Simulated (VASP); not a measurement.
# Ru (P6_3/mmc) in VASP: a series of runs, part 2 of 2

VASP 6.6.1. The steps go on from the part before.

## (4) Single point, PBEsol, collinear spin, ferromagnetic start

This run uses another cell than the first one, of 13.32 Å³/atom, 1.041 times its volume.

INCAR

```
PREC = Accurate ; ENCUT = 520
EDIFF = 1E-6 ; ISMEAR = -1
SIGMA = 0.05 ; LREAL = F
LASPH = T ; NELM = 150
ALGO = Normal ; ISIF = 2
LWAVE = F ; LCHARG = T
ISPIN = 2 ; MAGMOM = 1 1
LORBIT = 11 ; LMAXMIX = 4
GGA = PS ; LELF = T
LVHAR = T ; NBANDS = 25
```

KPOINTS

```
Automatic mesh
0
Gamma
  22 22 12
```

POSCAR

```
Ru
1.0
    2.6935838660      0.0000000000      0.0000000000
   -1.3467919330      2.3327120552      0.0000000000
    0.0000000000      0.0000000000      4.2401619846
Ru
2
Direct
    0.3333333333      0.6666666667      0.2500000000
    0.6666666667      0.3333333333      0.7500000000
```

Potentials or basis: VASP PAW PBE potentials, release 64 (Ru_pv).

Started as:

```sh
> cat potpaw_PBE.64/Ru_pv/POTCAR > POTCAR
> mpirun -np 1 vasp_std > vasp.out
```

OUTCAR:

```text
PREC = Accurate
   ENCUT = 520
   EDIFF = 1E-6
   ISMEAR = -1
   LREAL = F
   LASPH = T
   NELM = 150
   ISIF = 2
   ISPIN = 2
   LORBIT = 11
   GGA = PS

 ion  position               nearest neighbor table
   1  0.333  0.667  0.250-   2 2.63   2 2.63   2 2.63   2 2.63   2 2.63   2 2.63
   2  0.667  0.333  0.750-   1 2.63   1 2.63   1 2.63   1 2.63   1 2.63   1 2.63

  LATTYP: Found a hexagonal cell.
 ALAT       =     2.6935838660
 C/A-ratio  =     1.5741711398

  Lattice vectors:

 A1 = (   2.6935838660,   0.0000000000,   0.0000000000)
 A2 = (  -1.3467919330,   2.3327120552,   0.0000000000)
 A3 = (   0.0000000000,   0.0000000000,   4.2401619846)

Analysis of symmetry for initial positions (statically):
=====================================================================
 Subroutine PRICEL returns:
 Original cell was already a primitive cell.

 Routine SETGRP: Setting up the symmetry group for a
 hexagonal supercell.

 Subroutine GETGRP returns: Found 24 space group operations
 (whereof 12 operations were pure point group operations)
[... 865 lines left out ...]

 spin component 2

 k-point     1 :       0.0000    0.0000    0.0000
  band No.  band energies     occupation
      1     -30.6390      1.00000
      2     -29.6372      1.00000
      3     -29.6372      1.00000
      4     -29.4507      1.00000
      5     -29.4507      1.00000
      6     -29.4013      1.00000
[... 661 lines left out ...]
     24      31.3148      0.00000
     25      32.0187      0.00000

 [... further k-points ...]
[... 5 lines left out ...]
  --------------------------------------------------------------------------------------
  -------------------------------------------------------------------------------------
  Total       -0.0924311     -0.0924311      0.1261086     -0.0000000     -0.0000000     -0.0000000
  in kB       -5.5584636     -5.5584636      7.5837008     -0.0000000     -0.0000000     -0.0000000
  external PRESSURE =      -1.1777422 kB  Pullay stress =       0.0000000 kB

 VOLUME and BASIS-vectors are now :
 -----------------------------------------------------------------------------
  energy-cutoff  :      520.00
  volume of cell :       26.64
      direct lattice vectors                 reciprocal lattice vectors
     2.693583866  0.000000000  0.000000000     0.371252595  0.214342786  0.000000000
    -1.346791933  2.332712055  0.000000000     0.000000000  0.428685571  0.000000000
     0.000000000  0.000000000  4.240161985     0.000000000  0.000000000  0.235840047

 POSITION                                       TOTAL-FORCE (eV/Angst)
 -----------------------------------------------------------------------------------
     -0.00000      1.55514      1.06004         0.000000     -0.000000      0.000000
      1.34679      0.77757      3.18012         0.000000      0.000000      0.000000
 -----------------------------------------------------------------------------------
    total drift:                               -0.000000      0.000000     -0.000000

  FREE ENERGIE OF THE ION-ELECTRON SYSTEM (eV)
  ---------------------------------------------------
  free  energy   TOTEN  =       -20.3514205247 eV

  energy  without entropy=      -20.3403431093  energy(sigma->0) =      -20.34588182

 total charge

# of ion       s       p       d       tot
------------------------------------------
    1        0.411   6.330   5.963  12.704
    2        0.411   6.330   5.963  12.704
--------------------------------------------------
tot          0.823  12.660  11.926  25.409

 magnetization (x)

# of ion       s       p       d       tot
------------------------------------------
    1       -0.000  -0.000  -0.000  -0.000
    2       -0.000  -0.000  -0.000  -0.000
--------------------------------------------------
tot         -0.000  -0.000  -0.000  -0.000
```

Run time: 3.1 min. Hardware: 1 thread of Intel Xeon Platinum 8488C (Sapphire Rapids), shared host; peak memory 0.39 GiB.

What came out:

- Free energy: -20.3514 eV
- Pressure: -0.1 GPa
- Band gap on the k mesh: zero (filled and empty bands overlap)
- Net moment: 0.00 μB per cell
- Valence electrons inside the program's atomic spheres: Ru 12.70

Stress tensor (GPa, compression positive):
```
-0.56  0.00  0.00
 0.00 -0.56  0.00
 0.00  0.00  0.76
```

Levels at points of the mesh, in eV from the Fermi level:
Spin up:
```csv
k point,band 10,band 11,band 12,band 13,band 14,band 15,band 16,band 17,band 18,band 19
"(0.00, 0.00, 0.00)",-2.69,-2.46,-1.97,-1.97,-1.48,-1.48,1.22,1.22,1.31,10.21
"(0.50, 0.00, 0.00)",-3.16,-2.11,-1.89,-1.55,1.45,1.89,2.01,4.14,6.21,10.24
"(0.00, 0.00, 0.50)",-2.88,-2.88,-2.88,-2.78,-2.78,0.57,0.57,0.57,0.57,10.24
"(0.50, 0.00, 0.50)",-4.66,-1.12,-1.12,0.43,0.43,1.72,1.72,3.43,3.43,10.22
```
Spin down:
```tsv
k point	band 11	band 12	band 13	band 14	band 15	band 16	band 17	band 18
(0.00, 0.00, 0.00)	-2.46	-1.97	-1.97	-1.48	-1.48	1.22	1.22	1.31
(0.50, 0.00, 0.00)	-2.11	-1.89	-1.55	1.45	1.89	2.01	4.14	6.21
(0.00, 0.00, 0.50)	-2.88	-2.88	-2.78	-2.78	0.57	0.57	0.57	0.57
(0.50, 0.00, 0.50)	-1.12	-1.12	0.43	0.43	1.72	1.72	3.43	3.43
```

Caveat: the PAW data sets were made with another functional, which shifts forces and pressure a little.

## (5) The runs side by side

```tsv
spin	cell	smearing	gap on the mesh (eV)	pressure (GPa)
off	a = 2.657, b = 2.657, c = 4.186 Å, angles 90.0, 90.0, 120.0°, 2 atoms	fermi-dirac 0.1 eV	none	15.6
off	a = 2.693, b = 2.693, c = 4.243 Å, angles 90.0, 90.0, 120.0°, 2 atoms	fermi-dirac 0.1 eV	none	-0.1
collinear, ferromagnetic start	a = 2.694, b = 2.694, c = 4.240 Å, angles 90.0, 90.0, 120.0°, 2 atoms	fermi-dirac 0.05 eV	none	-0.1
```

Alike in all rows: task single point; level PBEsol; potentials or basis VASP PAW PBE potentials, release 64 (Ru_pv); k mesh 22 × 22 × 12; cutoff (eV) 520.

Caveats: the PAW data sets were made with another functional, which shifts forces and pressure a little.

Total energies depend on the potentials used, so only differences within one code and one set of settings carry meaning.
